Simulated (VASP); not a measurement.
# BaTiO3 (Pm-3m) in VASP: single point with r2SCAN+U

Aim: the single point of BaTiO3 with r2SCAN+U.

Program: VASP 6.6.1. These are calculated values, not measurements. Logs are shortened: lines on timing, memory, paths and dates and some standing lists are left out, and cuts for length are marked.

## Step 1: The cell of the first run

Symmetry: Pm-3m, No. 221, cubic system. Conventional cell: a = 3.998 Å, b = 3.998 Å, c = 3.998 Å, α = 90.00°, β = 90.00°, γ = 90.00°. Ba (site symmetry m-3m) has 12 O at 2.83 Å and 8 Ti at 3.46 Å within 3.7 Å. Ti (site symmetry m-3m) has 6 O at 2.00 Å within 2.6 Å. O (site symmetry 4/mmm) has 2 Ti at 2.00 Å within 2.6 Å. Within 2.6 Å of O (site symmetry 4/mmm) lie 2 Ti at 2.00 Å.

## Step 2: Single point, r2SCAN+U

Contents of POSCAR:

```
BaTiO3
1.0
   -3.9984169000      0.0000000000     -3.9984169000
    0.0000000000     -3.9984169000      0.0000000000
   -3.9984169000      0.0000000000      3.9984169000
Ba Ti O
2 2 6
Direct
    0.0000000000      0.0000000000      0.0000000000
    0.5000000000      0.0000000000      0.5000000000
    0.0000000000      0.5000000000      0.5000000000
    0.5000000000      0.5000000000      0.0000000000
    0.7500000000      0.5000000000      0.2500000000
    0.2500000000      0.5000000000      0.7500000000
    0.0000000000      0.0000000000      0.5000000000
    0.5000000000      0.0000000000      0.0000000000
    0.7500000000      0.5000000000      0.7500000000
    0.2500000000      0.5000000000      0.2500000000
```

Contents of INCAR.step1:

```
SYSTEM = BaTiO3
PREC = Accurate
ENCUT = 520
ISMEAR = -1
SIGMA = 0.1
LREAL = .FALSE.
LASPH = .TRUE.
NELM = 150
LMAXMIX = 4
LDAU = .TRUE.
LDAUTYPE = 2
LDAUL = -1 2 -1
LDAUU = 0 4.49 0
LDAUJ = 0 0 0
NBANDS = 51
GGA = PE
ALGO = Normal
EDIFF = 1E-4
LWAVE = .TRUE.
LCHARG = .FALSE.
LUSENCCL = .FALSE.
```

Contents of INCAR.step2:

```
SYSTEM = BaTiO3
PREC = Accurate
ENCUT = 520
EDIFF = 1E-6
ISMEAR = -1
SIGMA = 0.1
LREAL = .FALSE.
LASPH = .TRUE.
NELM = 150
ALGO = Normal
ISIF = 2
LWAVE = .FALSE.
LCHARG = .TRUE.
LMAXMIX = 4
LDAU = .TRUE.
LDAUTYPE = 2
LDAUL = -1 2 -1
LDAUU = 0 4.49 0
LDAUJ = 0 0 0
LDAUPRINT = 1
METAGGA = R2SCAN
LMIXTAU = .TRUE.
LELF = .TRUE.
LVHAR = .TRUE.
NBANDS = 51
ISTART = 1
LUSENCCL = .FALSE.
```

Contents of KPOINTS:

```
regular mesh
0
G
  5 7 5
  0 0 0
```

Potentials or basis: VASP PAW PBE potentials, release 64 (Ba_sv, Ti_sv, O).

Started as:

```
> cat potpaw_PBE.64/Ba_sv/POTCAR potpaw_PBE.64/Ti_sv/POTCAR potpaw_PBE.64/O/POTCAR > POTCAR
> cp INCAR.step1 INCAR
> mpirun -np 1 vasp_std > vasp.out
> cp INCAR.step2 INCAR
> mpirun -np 1 vasp_std > vasp.out
```

OUTCAR:

```text
SYSTEM = BaTiO3
   PREC = Accurate
   ENCUT = 520
   EDIFF = 1E-6
   ISMEAR = -1
   LREAL = .FALSE.
   LASPH = .TRUE.
   NELM = 150
   ISIF = 2
   METAGGA = R2SCAN
   ISTART = 1

 ion  position               nearest neighbor table
   1  0.000  0.000  0.000-   5 2.83   6 2.83   7 2.83   8 2.83   9 2.83  10 2.83   7 2.83   5 2.83
                             6 2.83   9 2.83  10 2.83   8 2.83   4 3.46   3 3.46   3 3.46   3 3.46
   2  0.500  0.000  0.500-   5 2.83   6 2.83   7 2.83   8 2.83   9 2.83  10 2.83   8 2.83   5 2.83
                             6 2.83   9 2.83  10 2.83   7 2.83   4 3.46   4 3.46   3 3.46   3 3.46
   3  0.000  0.500  0.500-   5 2.00   6 2.00   7 2.00   9 2.00  10 2.00   7 2.00   1 3.46   1 3.46
                             1 3.46   2 3.46   2 3.46   1 3.46   2 3.46   2 3.46
   4  0.500  0.500  0.000-   5 2.00   6 2.00   8 2.00   9 2.00  10 2.00   8 2.00   1 3.46   2 3.46
                             1 3.46   2 3.46   2 3.46   2 3.46   1 3.46   1 3.46
   5  0.750  0.500  0.250-   3 2.00   4 2.00   1 2.83   2 2.83   1 2.83   2 2.83
   6  0.250  0.500  0.750-   3 2.00   4 2.00   1 2.83   2 2.83   1 2.83   2 2.83
   7  0.000  0.000  0.500-   3 2.00   3 2.00   1 2.83   1 2.83   2 2.83   2 2.83
   8  0.500  0.000  0.000-   4 2.00   4 2.00   1 2.83   2 2.83   2 2.83   1 2.83
   9  0.750  0.500  0.750-   3 2.00   4 2.00   1 2.83   2 2.83   1 2.83   2 2.83
  10  0.250  0.500  0.250-   3 2.00   4 2.00   1 2.83   2 2.83   1 2.83   2 2.83

  LATTYP: Found a simple tetragonal cell.
 ALAT       =     5.6546154080
 C/A-ratio  =     0.7071067812

  Lattice vectors:

 A1 = (   3.9984169000,   0.0000000000,   3.9984169000)
 A2 = (  -3.9984169000,   0.0000000000,   3.9984169000)
 A3 = (   0.0000000000,  -3.9984169000,   0.0000000000)

Analysis of symmetry for initial positions (statically):
=====================================================================
 Subroutine PRICEL returns following result:

  LATTYP: Found a simple cubic cell.
 ALAT       =     3.9984169000

  Lattice vectors:

 A1 = (   0.0000000000,   0.0000000000,  -3.9984169000)
 A2 = (   0.0000000000,  -3.9984169000,   0.0000000000)
 A3 = (  -3.9984169000,   0.0000000000,   0.0000000000)

   2 primitive cells build up your supercell.

 Routine SETGRP: Setting up the symmetry group for a
 simple tetragonal supercell.

 Subroutine GETGRP returns: Found 16 space group operations
 (whereof 16 operations were pure point group operations)
 out of a pool of 16 trial point group operations.

The static configuration has the point symmetry D_4h.

Analysis of symmetry for dynamics (positions and initial velocities):
=====================================================================
 Subroutine PRICEL returns following result:

  LATTYP: Found a simple cubic cell.
 ALAT       =     3.9984169000

  Lattice vectors:

 A1 = (   0.0000000000,   0.0000000000,  -3.9984169000)
 A2 = (   0.0000000000,  -3.9984169000,   0.0000000000)
 A3 = (  -3.9984169000,   0.0000000000,   0.0000000000)

   2 primitive cells build up your supercell.

 Routine SETGRP: Setting up the symmetry group for a
 simple tetragonal supercell.

 Subroutine GETGRP returns: Found 16 space group operations
 (whereof 16 operations were pure point group operations)
 out of a pool of 16 trial point group operations.

The dynamic configuration has the point symmetry D_4h.

 Subroutine INISYM returns: Found 16 space group operations
[... 142 lines left out ...]
   NGX = 21   NGY = 15   NGZ = 21

atom =   3  type =  2  l = 2

 onsite density matrix

spin component  1

  0.0929  0.0000 -0.0000  0.0000  0.0000
  0.0000  0.0929  0.0000 -0.0000  0.0000
 -0.0000  0.0000  0.2335  0.0000  0.0000
  0.0000 -0.0000  0.0000  0.0929  0.0000
  0.0000  0.0000  0.0000  0.0000  0.2335

spin component  2

  0.0929  0.0000 -0.0000  0.0000  0.0000
  0.0000  0.0929  0.0000 -0.0000  0.0000
 -0.0000  0.0000  0.2335  0.0000  0.0000
  0.0000 -0.0000  0.0000  0.0929  0.0000
  0.0000  0.0000  0.0000  0.0000  0.2335

 occupancies and eigenvectors

  o =  0.0929  v =  1.0000  0.0000  0.0000  0.0000  0.0000  0.0000  0.0000  0.0000  0.0000  0.0000      0.0000  0.0000  0.0000  0.0000  0.0000  0.0000  0.0000  0.0000  0.0000  0.0000
  o =  0.0929  v =  0.0000  0.0000  0.0000  0.0000  0.0000  1.0000  0.0000  0.0000  0.0000  0.0000      0.0000  0.0000  0.0000  0.0000  0.0000  0.0000  0.0000  0.0000  0.0000  0.0000
  o =  0.0929  v =  0.0000 -1.0000  0.0000  0.0000 -0.0000  0.0000  0.0000  0.0000  0.0000  0.0000      0.0000  0.0000  0.0000  0.0000  0.0000  0.0000  0.0000  0.0000  0.0000  0.0000
  o =  0.0929  v =  0.0000  0.0000  0.0000  0.0000  0.0000  0.0000 -1.0000  0.0000  0.0000 -0.0000      0.0000  0.0000  0.0000  0.0000  0.0000  0.0000  0.0000  0.0000  0.0000  0.0000
  o =  0.0929  v =  0.0000  0.0000  0.0000  0.0000  0.0000  0.0000  0.0000 -0.0000  1.0000 -0.0000      0.0000  0.0000  0.0000  0.0000  0.0000  0.0000  0.0000  0.0000  0.0000  0.0000
  o =  0.0929  v =  0.0000  0.0000 -0.0000  1.0000 -0.0000  0.0000  0.0000  0.0000  0.0000  0.0000      0.0000  0.0000  0.0000  0.0000  0.0000  0.0000  0.0000  0.0000  0.0000  0.0000
  o =  0.2335  v = -0.0000 -0.0000 -0.0000 -0.0000 -0.0000 -0.0000 -0.0000 -0.8660 -0.0000  0.5000      0.0000  0.0000  0.0000  0.0000  0.0000  0.0000 -0.0000  0.0000  0.0000  0.0000
  o =  0.2335  v = -0.0000 -0.0000 -0.8660 -0.0000  0.5000 -0.0000 -0.0000 -0.0000 -0.0000 -0.0000      0.0000 -0.0000  0.0000  0.0000  0.0000  0.0000  0.0000  0.0000  0.0000  0.0000
  o =  0.2336  v =  0.0000  0.0000  0.0000  0.0000  0.0000  0.0000 -0.0000  0.5000  0.0000  0.8660      0.0000  0.0000  0.0000  0.0000  0.0000  0.0000  0.0000  0.0000  0.0000  0.0000
  o =  0.2336  v =  0.0000 -0.0000  0.5000  0.0000  0.8660  0.0000  0.0000  0.0000  0.0000  0.0000      0.0000  0.0000  0.0000  0.0000  0.0000  0.0000  0.0000  0.0000  0.0000  0.0000

atom =   4  type =  2  l = 2

 onsite density matrix

spin component  1

  0.0929 -0.0000  0.0000 -0.0000  0.0000
 -0.0000  0.0929 -0.0000 -0.0000  0.0000
  0.0000 -0.0000  0.2335  0.0000  0.0000
 -0.0000 -0.0000  0.0000  0.0929  0.0000
  0.0000  0.0000  0.0000  0.0000  0.2335

spin component  2

  0.0929 -0.0000  0.0000 -0.0000  0.0000
 -0.0000  0.0929 -0.0000 -0.0000  0.0000
  0.0000 -0.0000  0.2335  0.0000  0.0000
 -0.0000 -0.0000  0.0000  0.0929  0.0000
  0.0000  0.0000  0.0000  0.0000  0.2335

 occupancies and eigenvectors

  o =  0.0929  v =  0.0000  1.0000 -0.0000 -0.0000  0.0000  0.0000  0.0000  0.0000  0.0000  0.0000      0.0000  0.0000  0.0000  0.0000  0.0000  0.0000  0.0000  0.0000  0.0000  0.0000
  o =  0.0929  v =  0.0000  0.0000  0.0000  0.0000  0.0000  0.0000  1.0000  0.0000 -0.0000  0.0000      0.0000  0.0000  0.0000  0.0000  0.0000  0.0000  0.0000  0.0000  0.0000  0.0000
  o =  0.0929  v =  1.0000  0.0000  0.0000  0.0000  0.0000  0.0000  0.0000  0.0000  0.0000  0.0000      0.0000  0.0000  0.0000  0.0000  0.0000  0.0000  0.0000  0.0000  0.0000  0.0000
  o =  0.0929  v =  0.0000  0.0000  0.0000  0.0000  0.0000  1.0000  0.0000  0.0000  0.0000  0.0000      0.0000  0.0000  0.0000  0.0000  0.0000  0.0000  0.0000  0.0000  0.0000  0.0000
  o =  0.0929  v =  0.0000  0.0000  0.0000  0.0000  0.0000  0.0000 -0.0000  0.0000 -1.0000  0.0000      0.0000  0.0000  0.0000  0.0000  0.0000  0.0000  0.0000  0.0000  0.0000  0.0000
  o =  0.0929  v =  0.0000 -0.0000  0.0000 -1.0000  0.0000  0.0000  0.0000  0.0000  0.0000  0.0000      0.0000  0.0000  0.0000  0.0000  0.0000  0.0000  0.0000  0.0000  0.0000  0.0000
  o =  0.2335  v = -0.0000  0.0000  0.8660  0.0000 -0.5000 -0.0000 -0.0000 -0.0000 -0.0000 -0.0000      0.0000 -0.0000 -0.0000 -0.0000  0.0000  0.0000  0.0000  0.0000  0.0000  0.0000
  o =  0.2335  v = -0.0000 -0.0000 -0.0000 -0.0000 -0.0000 -0.0000 -0.0000  0.8660  0.0000 -0.5000      0.0000  0.0000  0.0000  0.0000  0.0000  0.0000  0.0000 -0.0000 -0.0000  0.0000
  o =  0.2336  v =  0.0000  0.0000  0.0000  0.0000  0.0000  0.0000  0.0000 -0.5000 -0.0000 -0.8660      0.0000  0.0000  0.0000  0.0000  0.0000  0.0000  0.0000  0.0000  0.0000  0.0000
  o =  0.2336  v =  0.0000  0.0000 -0.5000 -0.0000 -0.8660  0.0000  0.0000  0.0000  0.0000  0.0000      0.0000  0.0000  0.0000  0.0000  0.0000  0.0000  0.0000  0.0000  0.0000  0.0000

 number of electron      79.9999954 magnetization

 Free energy of the ion-electron system (eV)
  ---------------------------------------------------
  ext. energy  EPLUGINS =         0.00000000
  ---------------------------------------------------
  free energy    TOTEN  =      -142.70722731 eV

  energy without entropy =     -142.70722658  energy(sigma->0) =     -142.70722694

 E-fermi :   5.1292     XC(G=0): -11.9432

 val. band max:        3.7025955890   @ k =   0.0000   0.4286   0.0000
 cond. band min:       6.4528335753   @ k =   0.0000   0.0000   0.0000
 fundamental gap:      2.7502379864
 Fermi energy:         5.1292146236

 k-point     1 :       0.0000    0.0000    0.0000
  band No.  band energies     occupation
      1     -56.3559      2.00000
      2     -56.3538      2.00000
      3     -31.5041      2.00000
      4     -31.5040      2.00000
      5     -31.4580      2.00000
      6     -31.4570      2.00000
[... 1285 lines left out ...]
     50      11.7401      0.00000
     51      12.1705      0.00000

------------------------ aborting loop because EDIFF is reached ----------------------------------------

  FORCE on cell =-STRESS in cart. coord.  units (eV):
  Direction    XX          YY          ZZ          XY          YZ          ZX
  --------------------------------------------------------------------------------------
  -------------------------------------------------------------------------------------
  Total        4.0496038      4.0322197      4.0496038      0.0000000      0.0000000      0.0000000
  in kB       50.7491641     50.5313090     50.7491641      0.0000000      0.0000000      0.0000000
  external PRESSURE =      50.6765458 kB  Pullay stress =       0.0000000 kB

 VOLUME and BASIS-vectors are now :
 -----------------------------------------------------------------------------
  energy-cutoff  :      520.00
  volume of cell :      127.85
      direct lattice vectors                 reciprocal lattice vectors
    -3.998416900  0.000000000 -3.998416900    -0.125049491 -0.000000000 -0.125049491
     0.000000000 -3.998416900  0.000000000    -0.000000000 -0.250098983  0.000000000
    -3.998416900  0.000000000  3.998416900    -0.125049491  0.000000000  0.125049491

 POSITION                                       TOTAL-FORCE (eV/Angst)
 -----------------------------------------------------------------------------------
      0.00000      0.00000      0.00000         0.000000      0.000000     -0.000000
     -3.99842      0.00000      0.00000         0.000000      0.000000     -0.000000
     -1.99921     -1.99921      1.99921         0.000000     -0.000000     -0.000000
     -1.99921     -1.99921     -1.99921        -0.000000     -0.000000      0.000000
     -3.99842     -1.99921     -1.99921        -0.000000     -0.000000     -0.000000
     -3.99842     -1.99921      1.99921         0.000000      0.000000     -0.000000
     -1.99921      0.00000      1.99921         0.000000      0.000000     -0.000000
     -1.99921      0.00000     -1.99921        -0.000000      0.000000      0.000000
     -5.99763     -1.99921      0.00000         0.000000      0.000000     -0.000000
     -1.99921     -1.99921      0.00000        -0.000000      0.000000      0.000000
 -----------------------------------------------------------------------------------
    total drift:                                0.000000     -0.000000     -0.000000

  FREE ENERGIE OF THE ION-ELECTRON SYSTEM (eV)
  ---------------------------------------------------
  free  energy   TOTEN  =      -142.7072273053 eV

  energy  without entropy=     -142.7072265824  energy(sigma->0) =     -142.70722694
```

Run time: 4.3 min. Hardware: 1 × NVIDIA H100 80GB with 1 thread of Intel Xeon Platinum 8481C at 2.70GHz (Sapphire Rapids), shared host; peak memory 1.3 GiB.

Results:

```yaml
Free_energy: -142.7072 eV
Pressure: 5.1 GPa
Band_gap_on_the_k_mesh: 2.75 eV
```

Eigenvalues of the final occupation matrices:
| site | spin | trace | eigenvalues |
| --- | --- | --- | --- |
| site 3 d | 1 | 0.75 | 0.09 0.09 0.09 0.23 0.23 |
| site 3 d | 2 | 0.75 | 0.09 0.09 0.09 0.23 0.23 |
| site 4 d | 1 | 0.75 | 0.09 0.09 0.09 0.23 0.23 |
| site 4 d | 2 | 0.75 | 0.09 0.09 0.09 0.23 0.23 |

Caveat: the PAW data sets were made with another functional, which shifts forces and pressure a little; spin-orbit coupling is left out, which moves the levels of the heavy elements. A k mesh can miss the band edges.
